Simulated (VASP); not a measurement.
# CoSi (P1) in VASP: single point with PBE

Aim: the single point of CoSi with PBE.

All numbers are computed with VASP 6.6.1; they aren't measurements. Logs are shortened: lines on timing, memory, paths and dates and some standing lists are left out, and cuts for length are marked.

## (1) The cell of the first run

The typed cell holds 8 atoms: a = 4.431 Å, b = 4.431 Å, c = 4.431 Å, α = 90.00°, β = 90.00°, γ = 90.00°.

## (2) Single point, PBE (atoms moved at random)

Contents of INCAR:

```
SYSTEM = CoSi
PREC = Accurate
ENCUT = 520
EDIFF = 1E-7
ISMEAR = 0
SIGMA = 0.15
LREAL = .False.
LASPH = .True.
NELM = 60
ALGO = Fast
ISIF = 2
LWAVE = .False.
LCHARG = .False.
GGA = PE
NBANDS = 36
```

Contents of KPOINTS:

```
regular mesh
0
Gamma
  10 10 10
  0 0 0
```

Contents of POSCAR:

```
CoSi
1.0
    4.4308490675      0.0000000000      0.0000000000
    0.0000000000      4.4308490675      0.0000000000
    0.0000000000      0.0000000000      4.4308490675
Co Si
4 4
Direct
    0.1429471867      0.1361567188      0.1490656342
    0.3490788408      0.8594565111      0.6423924180
    0.6496860138      0.3512021983      0.8670213607
    0.8633068274      0.6515436851      0.3540360611
    0.8439932808      0.8490921072      0.8375908304
    0.6524244699      0.1699344337      0.3484404839
    0.3422992411      0.6517380433      0.1562316266
    0.1562641394      0.3308763024      0.6452215850
```

Potentials or basis: VASP PAW PBE potentials, release 64 (Co, Si).

Run with:

```bash
$ cat potpaw_PBE.64/Co/POTCAR potpaw_PBE.64/Si/POTCAR > POTCAR
$ mpirun -np 1 vasp_std > vasp.out
```

OUTCAR:

```text
SYSTEM = CoSi
   PREC = Accurate
   ENCUT = 520
   EDIFF = 1E-7
   ISMEAR = 0
   LREAL = .False.
   LASPH = .True.
   NELM = 60
   ISIF = 2
   GGA = PE

 ion  position               nearest neighbor table
   1  0.143  0.136  0.149-   5 2.30   7 2.32   6 2.35   8 2.36   8 2.39   6 2.43   7 2.45   4 2.64
                             2 2.67   3 2.69   2 2.72   3 2.74   4 2.75
   2  0.349  0.859  0.642-   8 2.26   6 2.32   7 2.34   5 2.36   5 2.40   7 2.46   8 2.49   4 2.67
                             1 2.67   1 2.72   3 2.74   4 2.77   3 2.80
   3  0.650  0.351  0.867-   6 2.28   7 2.30   5 2.37   5 2.39   8 2.40   6 2.43   8 2.45   1 2.69
                             4 2.71   1 2.74   2 2.74   4 2.80   2 2.80
   4  0.863  0.652  0.354-   7 2.30   5 2.32   8 2.32   6 2.33   5 2.45   7 2.47   6 2.48   1 2.64
                             2 2.67   3 2.71   1 2.75   2 2.77   3 2.80
   5  0.844  0.849  0.838-   1 2.30   4 2.32   2 2.36   3 2.37   3 2.39   2 2.40   4 2.45   8 2.68
                             6 2.73   7 2.76   7 2.77   6 2.80   8 2.81
   6  0.652  0.170  0.348-   3 2.28   2 2.32   4 2.33   1 2.35   1 2.43   3 2.43   4 2.48   8 2.66
                             7 2.68   8 2.69   5 2.73   5 2.80   7 2.81
   7  0.342  0.652  0.156-   3 2.30   4 2.30   1 2.32   2 2.34   1 2.45   2 2.46   4 2.47   6 2.68
                             8 2.72   5 2.76   5 2.77   8 2.80   6 2.81
   8  0.156  0.331  0.645-   2 2.26   4 2.32   1 2.36   1 2.39   3 2.40   3 2.45   2 2.49   6 2.66
                             5 2.68   6 2.69   7 2.72   7 2.80   5 2.81

  LATTYP: Found a simple cubic cell.
 ALAT       =     4.4308490675

  Lattice vectors:

 A1 = (   4.4308490675,   0.0000000000,   0.0000000000)
 A2 = (   0.0000000000,   4.4308490675,   0.0000000000)
 A3 = (   0.0000000000,   0.0000000000,   4.4308490675)

Analysis of symmetry for initial positions (statically):
=====================================================================
 Subroutine PRICEL returns:
 Original cell was already a primitive cell.

 Routine SETGRP: Setting up the symmetry group for a
 simple cubic supercell.

 Subroutine GETGRP returns: Found  1 space group operations
 (whereof  1 operations were pure point group operations)
 out of a pool of 48 trial point group operations.

The static configuration has the point symmetry C_1 .

Analysis of symmetry for dynamics (positions and initial velocities):
=====================================================================
 Subroutine PRICEL returns:
 Original cell was already a primitive cell.

 Routine SETGRP: Setting up the symmetry group for a
 simple cubic supercell.

 Subroutine GETGRP returns: Found  1 space group operations
 (whereof  1 operations were pure point group operations)
 out of a pool of 48 trial point group operations.

The dynamic configuration has the point symmetry C_1 .

 Subroutine INISYM returns: Found  1 space group operations
 (whereof  1 operations are pure point group operations),
 and found     1 'primitive' translations

----------------------------------------------------------------------------------------

                                     Primitive cell

  volume of cell :      86.9883

  direct lattice vectors                    reciprocal lattice vectors
     4.430849067  0.000000000  0.000000000     0.225690378  0.000000000  0.000000000
     0.000000000  4.430849067  0.000000000     0.000000000  0.225690378  0.000000000
     0.000000000  0.000000000  4.430849067     0.000000000  0.000000000  0.225690378

  length of vectors
     4.430849067  4.430849067  4.430849067     0.225690378  0.225690378  0.225690378

  position of ions in fractional coordinates (direct lattice)
     0.142947187  0.136156719  0.149065634
     0.349078841  0.859456511  0.642392418
     0.649686014  0.351202198  0.867021361
     0.863306827  0.651543685  0.354036061
     0.843993281  0.849092107  0.837590830
     0.652424470  0.169934434  0.348440484
     0.342299241  0.651738043  0.156231627
     0.156264139  0.330876302  0.645221585

  ion indices of the primitive-cell ions
   primitive index   ion index
                 1           1
                 2           2
                 3           3
                 4           4
                 5           5
                 6           6
                 7           7
                 8           8

----------------------------------------------------------------------------------------

 KPOINTS: regular mesh

Automatic generation of k-mesh.
 Grid dimensions read from file:
 generate k-points for:   10   10   10

 Generating k-lattice:

  Cartesian coordinates                     Fractional coordinates (reciprocal lattice)
     0.022569038  0.000000000  0.000000000     0.100000000  0.000000000  0.000000000
     0.000000000  0.022569038  0.000000000     0.000000000  0.100000000  0.000000000
     0.000000000  0.000000000  0.022569038     0.000000000  0.000000000  0.100000000

  Length of vectors
     0.022569038  0.022569038  0.022569038

  Shift w.r.t. Gamma in fractional coordinates (k-lattice)
     0.000000000  0.000000000  0.000000000

 Subroutine IBZKPT returns following result:
 ===========================================

 Found    504 irreducible k-points:

 Following reciprocal coordinates:
            Coordinates               Weight
  0.000000  0.000000  0.000000      1.000000
  0.100000  0.000000  0.000000      2.000000
  0.000000  0.100000  0.000000      2.000000
  0.000000  0.000000  0.100000      2.000000
  0.200000  0.000000  0.000000      2.000000
  0.000000  0.200000  0.000000      2.000000
[... 16 lines left out ...]
  0.200000  0.100000  0.000000      2.000000
  0.000000  0.200000  0.100000      2.000000
 [... further k-points ...]
   k-points           NKPTS =    504   k-points in BZ     NKDIM =    504   number of bands    NBANDS=     36
   number of dos      NEDOS =    301   number of ions     NIONS =      8
   total plane-waves  NPLWV =  46656
   dimension x,y,z NGX =    36 NGY =   36 NGZ =   36
   dimension x,y,z NGXF=    72 NGYF=   72 NGZF=   72
   ions per type =               4   4
   NGX,Y,Z   is equivalent  to a cutoff of  13.51, 13.51, 13.51 a.u.
   NGXF,Y,Z  is equivalent  to a cutoff of  27.01, 27.01, 27.01 a.u.
 SYSTEM =  CoSi
   PREC   = accura    normal or accurate (medium, high low for compatibility)
   ISTART =      0    job   : 0-new  1-cont  2-samecut
   ICHARG =      2    charge: 1-file 2-atom 10-const
   ISPIN  =      1    spin polarized calculation?
   LNONCOLLINEAR =      F non collinear calculations
   LSORBIT =      F    spin-orbit coupling
   LASPH  =      T    aspherical Exc in radial PAW
   ENCUT  =  520.0 eV  38.22 Ry    6.18 a.u.   8.24  8.24  8.24*2*pi/ulx,y,z
   NELM   =     60;   NELMIN=  2; NELMDL= -5     # of ELM steps
   EDIFF  = 0.1E-06   stopping-criterion for ELM
   LREAL  =      F    real-space projection
   EDIFFG = 0.1E-05   stopping-criterion for IOM
   NSW    =      0    number of steps for IOM
   IBRION =     -1    ionic relax: 0-MD 1-quasi-New 2-CG
   NFREE  =      0    steps in history (QN), initial steepest desc. (CG)
   ISIF   =      2    stress and relaxation
   ISYM   =      2    0-nonsym 1-usesym 2-fastsym
   POTIM  = 0.5000    time-step for ionic-motion
   TEBEG  =    0.0;   TEEND  =   0.0 temperature during run
   PSTRESS=    0.0 pullay stress
   NELECT =      52.0000    total number of electrons
   NUPDOWN=      -1.0000    fix difference up-down
   EMIN   =  10.00;   EMAX   =-10.00  energy-range for DOS
   EFERMI =   0.00;   METHOD = LEGACY
   ISMEAR =     0;   SIGMA  =   0.15  broadening in eV -4-tet -1-fermi 0-gaus
   EFERMI_NEDOS =   21; number of points for ismear=-14 and -15
   IALGO  =     68    algorithm
   IMIX   =      4    mixing-type and parameters
     AMIX     =   0.40;   BMIX     =  1.00
     AMIX_MAG =   1.60;   BMIX_MAG =  1.00
  volume/ion in A,a.u.               =      10.87        73.38
  Fermi-wavevector in a.u.,A,eV,Ry     =   1.379079  2.606080 25.876342  1.901858
  Thomas-Fermi vector in A             =   2.504081
   LORBIT       =      0    0 simple, 1 ext, 2 COOP (PROOUT), +10 PAW based schemes
   GGA     = PE    functional components
   LHFCALC =     F    Hartree Fock is set to
   AEXX    =    0.0000 exact exchange contribution
   IVDW    =     0    specifies the selected vdW correction
   LEPSILON=     F    determine dielectric tensor
   LRPA    =     F    only Hartree local field effects (RPA)
 non-spin polarized calculation
 RMM-DIIS sequential band-by-band and
 Gauss-broadening in eV      SIGMA  =   0.15
  energy-cutoff  :      520.00
  volume of cell :       86.99
 maximum number of plane-waves:      2367
 NGX is ok and might be reduce to    36
   NGX = 17   NGY = 17   NGZ = 17

 number of electron      52.0000001 magnetization

 Free energy of the ion-electron system (eV)
  ---------------------------------------------------
  ext. energy  EPLUGINS =         0.00000000
  ---------------------------------------------------
  free energy    TOTEN  =       -54.62886634 eV

  energy without entropy =      -54.61052800  energy(sigma->0) =      -54.61969717

 E-fermi :  12.1606     XC(G=0): -12.8642

 val. band max:       12.1600561106   @ k =  -0.4000   0.4000   0.4000
 cond. band min:      12.1607191850   @ k =   0.0000   0.0000   0.0000
 fundamental gap:      0.0006630744
 Fermi energy:        12.1605938840

 k-point     1 :       0.0000    0.0000    0.0000
  band No.  band energies     occupation
      1      -1.5764      2.00000
      2       3.8086      2.00000
      3       3.8609      2.00000
      4       4.1038      2.00000
      5       6.5415      2.00000
      6       6.6483      2.00000
[... 28 lines left out ...]
     35      15.8077      0.00000
     36      16.9941      0.00000

 k-point     2 :       0.1000    0.0000    0.0000
  band No.  band energies     occupation
      1      -1.5019      2.00000
      2       3.3178      2.00000
      3       3.9033      2.00000
      4       4.4420      2.00000
      5       6.2388      2.00000
      6       6.7486      2.00000
[... 850 lines left out ...]
 k-point    24 :       0.0000    0.2000    0.1000
  band No.  band energies     occupation
      1      -1.2092      2.00000
      2       2.6014      2.00000
      3       3.7334      2.00000
      4       4.9335      2.00000
      5       6.0733      2.00000
      6       6.7875      2.00000
[... 28 lines left out ...]
     35      16.8458      0.00000
     36      17.5221      0.00000

 [... further k-points ...]

------------------------ aborting loop because EDIFF is reached ----------------------------------------

  FORCE on cell =-STRESS in cart. coord.  units (eV):
  Direction    XX          YY          ZZ          XY          YZ          ZX
  --------------------------------------------------------------------------------------
  -------------------------------------------------------------------------------------
  Total        0.2302930      0.5468233      0.3221776     -0.4424467      0.0397358     -0.3216676
  in kB        4.2416067     10.0715595      5.9339661     -8.1491195      0.7318656     -5.9245731
  external PRESSURE =       6.7490441 kB  Pullay stress =       0.0000000 kB

 VOLUME and BASIS-vectors are now :
 -----------------------------------------------------------------------------
  energy-cutoff  :      520.00
  volume of cell :       86.99
      direct lattice vectors                 reciprocal lattice vectors
     4.430849067  0.000000000  0.000000000     0.225690378  0.000000000  0.000000000
     0.000000000  4.430849067  0.000000000     0.000000000  0.225690378  0.000000000
     0.000000000  0.000000000  4.430849067     0.000000000  0.000000000  0.225690378

 POSITION                                       TOTAL-FORCE (eV/Angst)
 -----------------------------------------------------------------------------------
      0.63338      0.60329      0.66049         0.116650      0.458844     -0.308981
      1.54672      3.80812      2.84634         0.577020     -0.542061      0.093681
      2.87866      1.55612      3.84164        -0.271856      0.404063     -0.741926
      3.82518      2.88689      1.56868        -0.505264     -0.265078      0.177750
      3.73961      3.76220      3.71124        -0.184546     -0.364023      0.209219
      2.89079      0.75295      1.54389         0.224753     -0.541613      0.013419
      1.51668      2.88775      0.69224         0.112062      0.225463     -0.150316
      0.69238      1.46606      2.85888        -0.068820      0.624405      0.707153
 -----------------------------------------------------------------------------------
    total drift:                                0.000070     -0.000106     -0.000034

  FREE ENERGIE OF THE ION-ELECTRON SYSTEM (eV)
  ---------------------------------------------------
  free  energy   TOTEN  =       -54.6288663374 eV

  energy  without entropy=      -54.6105280007  energy(sigma->0) =      -54.61969717
```

It took 66 min on 1 thread of Oxide Virtual Turin-like, shared host; peak memory 1.1 GiB.

Results:

```
Free energy            : -54.6289 eV
Pressure               : 0.7 GPa
Largest force          : 0.946 eV/Å
Band gap on the k mesh : zero (bands 26 and 27 overlap by 0.21 eV)
```

Forces on the atoms (eV/Å):
```
Co   0.117  0.459 -0.309
Co   0.577 -0.542  0.094
Co  -0.272  0.404 -0.742
Co  -0.505 -0.265  0.178
Si  -0.185 -0.364  0.209
Si   0.225 -0.542  0.013
Si   0.112  0.225 -0.150
Si  -0.069  0.624  0.707
```

Stress tensor (GPa, compression positive):
```
 0.42 -0.81 -0.59
-0.81  1.01  0.07
-0.59  0.07  0.59
```

Levels at points of the mesh, in eV from the Fermi level:
```tsv
k point	band 22	band 23	band 24	band 25	band 26	band 27	band 28	band 29	band 30	band 31
(0.00, 0.00, 0.00)	-0.92	-0.84	-0.81	-0.13	-0.05	0.00	2.30	2.47	2.52	2.82
(0.50, 0.00, 0.00)	-1.07	-0.74	-0.72	-0.53	-0.46	0.83	1.02	1.38	1.47	4.07
(0.00, 0.50, 0.00)	-1.08	-0.73	-0.70	-0.57	-0.47	0.93	1.00	1.41	1.49	4.13
(0.00, 0.00, 0.50)	-1.06	-0.71	-0.70	-0.53	-0.49	0.82	1.07	1.35	1.46	4.08
(0.50, 0.50, 0.00)	-1.50	-1.10	-1.02	-0.16	-0.04	0.49	0.59	1.95	1.97	2.39
(0.00, 0.50, 0.50)	-1.48	-1.04	-1.01	-0.10	-0.06	0.49	0.59	1.88	1.96	2.44
(0.50, 0.00, 0.50)	-1.50	-1.11	-0.99	-0.15	-0.02	0.45	0.58	1.91	1.97	2.38
(0.50, 0.50, 0.50)	-1.27	-1.23	-1.19	-0.38	-0.29	-0.22	-0.17	5.10	5.19	5.42
```

Caveat: the cell differs from its parent crystal (atoms moved at random). Spin polarisation is off, so any magnetic state and its effect on volume and gap are missing.
